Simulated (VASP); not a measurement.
# Co (Im-3m) in VASP: further runs

The runs below take Co through single point, relaxation of cell and atoms, with PBEsol.

Program: VASP 6.6.1. These are calculated values, not measurements. Logs are shortened: lines on timing, memory, paths and dates and some standing lists are left out, and cuts for length are marked.

## Step 1: The cell of the first run

Symmetry: Im-3m, No. 229, cubic system. The conventional cell has a = 2.726 Å, b = 2.726 Å, c = 2.726 Å, α = 90.00°, β = 90.00°, γ = 90.00°. Within 3.1 Å of Co (site symmetry m-3m) lie 14 Co at 2.36 to 2.73 Å.

## Step 2: Single point, PBEsol

The input, INCAR:

```
SYSTEM = Co
PREC     = Accurate       ! precision mode
ENCUT    = 520            ! plane-wave cutoff, eV
EDIFF    = 1E-6           ! SCF threshold, eV
ISMEAR   = -1             ! smearing method
SIGMA    = 0.1            ! smearing width, eV
LREAL    = .False.        ! projectors in reciprocal space
LASPH    = .True.         ! aspherical terms in the spheres
NELM     = 100            ! most SCF steps
ALGO     = Normal         ! electronic algorithm
ISIF     = 2              ! what is computed and relaxed
LWAVE    = .False.        ! write WAVECAR
LCHARG   = .True.         ! write CHGCAR
GGA      = PS             ! functional
LELF     = .True.         ! ELF
LVHAR    = .True.       
NBANDS   = 10             ! bands
```

The input, KPOINTS:

```
Automatic mesh
0
Gamma
  16 16 16
  0 0 0
```

The input, POSCAR:

```
Co
1.0
   -1.3632266510      1.3632266510      1.3632266510
    1.3632266510     -1.3632266510      1.3632266510
    1.3632266510      1.3632266510     -1.3632266510
Co
1
Direct
    0.0000000000      0.0000000000      0.0000000000
```

Potentials or basis: VASP PAW PBE potentials, release 64 (Co).

On the command line:

```sh
> cat potpaw_PBE.64/Co/POTCAR > POTCAR
> mpirun -np 1 vasp_std > vasp.out
```

OUTCAR:

```text
SYSTEM = Co
   PREC = Accurate
   ENCUT = 520
   EDIFF = 1E-6
   ISMEAR = -1
   LREAL = .False.
   LASPH = .True.
   NELM = 100
   ISIF = 2
   GGA = PS

 ion  position               nearest neighbor table
   1  0.000  0.000  0.000-

  LATTYP: Found a body centered cubic cell.
 ALAT       =     2.7264533020

  Lattice vectors:

 A1 = (  -1.3632266510,   1.3632266510,   1.3632266510)
 A2 = (   1.3632266510,  -1.3632266510,   1.3632266510)
 A3 = (   1.3632266510,   1.3632266510,  -1.3632266510)

Analysis of symmetry for initial positions (statically):
=====================================================================
 Subroutine PRICEL returns:
 Original cell was already a primitive cell.

 Routine SETGRP: Setting up the symmetry group for a
 body centered cubic supercell.

 Subroutine GETGRP returns: Found 48 space group operations
 (whereof 48 operations were pure point group operations)
 out of a pool of 48 trial point group operations.

The static configuration has the point symmetry O_h .

Analysis of symmetry for dynamics (positions and initial velocities):
=====================================================================
 Subroutine PRICEL returns:
 Original cell was already a primitive cell.

 Routine SETGRP: Setting up the symmetry group for a
 body centered cubic supercell.

 Subroutine GETGRP returns: Found 48 space group operations
 (whereof 48 operations were pure point group operations)
 out of a pool of 48 trial point group operations.

The dynamic configuration has the point symmetry O_h .

 Subroutine INISYM returns: Found 48 space group operations
 (whereof 48 operations are pure point group operations),
 and found     1 'primitive' translations

----------------------------------------------------------------------------------------

                                     Primitive cell

  volume of cell :      10.1336

  direct lattice vectors                    reciprocal lattice vectors
    -1.363226651  1.363226651  1.363226651     0.000000000  0.366776867  0.366776867
     1.363226651 -1.363226651  1.363226651     0.366776867  0.000000000  0.366776867
     1.363226651  1.363226651 -1.363226651     0.366776867  0.366776867  0.000000000

  length of vectors
     2.361177822  2.361177822  2.361177822     0.518700820  0.518700820  0.518700820

  position of ions in fractional coordinates (direct lattice)
     0.000000000  0.000000000  0.000000000
[... 79 lines left out ...]
   NSW    =      0    number of steps for IOM
   IBRION =     -1    ionic relax: 0-MD 1-quasi-New 2-CG
   NFREE  =      0    steps in history (QN), initial steepest desc. (CG)
   ISIF   =      2    stress and relaxation
   ISYM   =      2    0-nonsym 1-usesym 2-fastsym
   POTIM  = 0.5000    time-step for ionic-motion
   TEBEG  =    0.0;   TEEND  =   0.0 temperature during run
   PSTRESS=    0.0 pullay stress
   NELECT =       9.0000    total number of electrons
   NUPDOWN=      -1.0000    fix difference up-down
   EMIN   =  10.00;   EMAX   =-10.00  energy-range for DOS
   EFERMI =   0.00;   METHOD = LEGACY
   ISMEAR =    -1;   SIGMA  =   0.10  broadening in eV -4-tet -1-fermi 0-gaus
   EFERMI_NEDOS =   21; number of points for ismear=-14 and -15
   IALGO  =     38    algorithm
   IMIX   =      4    mixing-type and parameters
     AMIX     =   0.40;   BMIX     =  1.00
     AMIX_MAG =   1.60;   BMIX_MAG =  1.00
  volume/ion in A,a.u.               =      10.13        68.38
  Fermi-wavevector in a.u.,A,eV,Ry     =   1.573624  2.973718 33.691999  2.476292
  Thomas-Fermi vector in A             =   2.674880
   LORBIT       =      0    0 simple, 1 ext, 2 COOP (PROOUT), +10 PAW based schemes
   GGA     = PS    functional components
   LHFCALC =     F    Hartree Fock is set to
   AEXX    =    0.0000 exact exchange contribution
   IVDW    =     0    specifies the selected vdW correction
   LEPSILON=     F    determine dielectric tensor
   LRPA    =     F    only Hartree local field effects (RPA)
 non-spin polarized calculation
  energy-cutoff  :      520.00
  volume of cell :       10.13
 maximum number of plane-waves:       285
 NGX is ok and might be reduce to    18
   NGX =  9   NGY =  9   NGZ =  9

 number of electron       8.9999997 magnetization

 Free energy of the ion-electron system (eV)
  ---------------------------------------------------
  ext. energy  EPLUGINS =         0.00000000
  ---------------------------------------------------
  free energy    TOTEN  =        -7.38549277 eV

  energy without entropy =       -7.27756103  energy(sigma->0) =       -7.33152690

 E-fermi :  10.9510     XC(G=0): -14.0002

 val. band max:       10.9508624549   @ k =   0.2500   0.1875   0.0000
 cond. band min:      10.9655684232   @ k =   0.3125   0.1250   0.0000
 fundamental gap:      0.0147059682
 Fermi energy:        10.9509940004

 k-point     1 :       0.0000    0.0000    0.0000
  band No.  band energies     occupation
      1       1.7197      2.00000
      2       9.0005      2.00000
      3       9.0005      2.00000
      4       9.0005      2.00000
      5      10.6569      1.89964
      6      10.6569      1.89964
      7      37.3870      0.00000
      8      37.3870      0.00000
      9      37.3870      0.00000
     10      43.3522      0.00000
[... 287 lines left out ...]
 k-point    24 :       0.2500    0.1875    0.0000
  band No.  band energies     occupation
      1       6.3305      2.00000
      2       8.0100      2.00000
      3       8.4322      2.00000
      4      10.3857      1.99301
      5      10.9509      1.00066
      6      12.4428      0.00000
      7      24.0349      0.00000
      8      26.2459      0.00000
      9      32.6977      0.00000
     10      38.6432      0.00000

 [... further k-points ...]

------------------------ aborting loop because EDIFF is reached ----------------------------------------

  FORCE on cell =-STRESS in cart. coord.  units (eV):
  Direction    XX          YY          ZZ          XY          YZ          ZX
  --------------------------------------------------------------------------------------
  -------------------------------------------------------------------------------------
  Total       -0.0623769     -0.0623769     -0.0623769      0.0000000     -0.0000000      0.0000000
  in kB       -9.8621252     -9.8621252     -9.8621252      0.0000000     -0.0000000      0.0000000
  external PRESSURE =      -9.8621252 kB  Pullay stress =       0.0000000 kB

 VOLUME and BASIS-vectors are now :
 -----------------------------------------------------------------------------
  energy-cutoff  :      520.00
  volume of cell :       10.13
      direct lattice vectors                 reciprocal lattice vectors
    -1.363226651  1.363226651  1.363226651     0.000000000  0.366776867  0.366776867
     1.363226651 -1.363226651  1.363226651     0.366776867  0.000000000  0.366776867
     1.363226651  1.363226651 -1.363226651     0.366776867  0.366776867  0.000000000

 POSITION                                       TOTAL-FORCE (eV/Angst)
 -----------------------------------------------------------------------------------
      0.00000      0.00000      0.00000         0.000000     -0.000000     -0.000000
 -----------------------------------------------------------------------------------
    total drift:                                0.000000     -0.000000      0.000000

  FREE ENERGIE OF THE ION-ELECTRON SYSTEM (eV)
  ---------------------------------------------------
  free  energy   TOTEN  =        -7.3854927702 eV

  energy  without entropy=       -7.2775610284  energy(sigma->0) =       -7.33152690
```

OSZICAR:

```text
N       E                     dE             d eps       ncg     rms          rms(c)
DAV:   1     0.218332647323E+02    0.21833E+02   -0.41245E+03  2958   0.107E+03
DAV:   2    -0.803195584711E+01   -0.29865E+02   -0.28634E+02  2968   0.155E+02
DAV:   3    -0.872135149016E+01   -0.68940E+00   -0.68029E+00  3218   0.291E+01
DAV:   4    -0.872921345997E+01   -0.78620E-02   -0.78581E-02  3256   0.281E+00
DAV:   5    -0.872944063701E+01   -0.22718E-03   -0.22717E-03  3460   0.449E-01    0.114E+01
DAV:   6    -0.757910387891E+01    0.11503E+01   -0.13470E+01  3148   0.559E+01    0.322E+00
DAV:   7    -0.740847857796E+01    0.17063E+00   -0.13736E+00  3188   0.170E+01    0.153E+00
DAV:   8    -0.738828085779E+01    0.20198E-01   -0.29782E-02  4280   0.181E+00    0.452E-01
DAV:   9    -0.738548242007E+01    0.27984E-02   -0.12982E-03  3834   0.339E-01    0.534E-02
DAV:  10    -0.738549115298E+01   -0.87329E-05   -0.11602E-05  4240   0.256E-02    0.229E-02
DAV:  11    -0.738549259907E+01   -0.14461E-05   -0.21406E-06  1920   0.108E-02    0.291E-03
DAV:  12    -0.738549277023E+01   -0.17116E-06   -0.82078E-08  1594   0.362E-03
   1 F= -.73854928E+01 E0= -.73315269E+01  d E =-.107932E+00
```

Run time: 16 s. Hardware: 1 thread of AMD EPYC 7R43 (Zen 3), shared host; peak memory 0.09 GiB.

What came out:

```yaml
Free_energy: -7.3855 eV
Pressure: -1.0 GPa
```

Levels at points of the mesh, in eV from the Fermi level:
| k point | band 2 | band 3 | band 4 | band 5 | band 6 | band 7 | band 8 | band 9 |
| --- | --- | --- | --- | --- | --- | --- | --- | --- |
| (0.00, 0.00, 0.00) | -1.95 | -1.95 | -1.95 | -0.29 | -0.29 | 26.44 | 26.44 | 26.44 |
| (0.50, 0.00, 0.00) | -3.15 | -0.33 | -0.07 | 0.34 | 0.95 | 8.07 | 19.48 | 21.64 |
| (0.50, 0.50, 0.50) | -4.58 | 0.66 | 0.66 | 0.66 | 10.52 | 10.52 | 10.52 | 16.90 |

Caveat: the PAW data sets were made with another functional, which shifts forces and pressure a little; the run has no spin polarisation, though such a crystal can be magnetic.

[end of part 1 of 2]
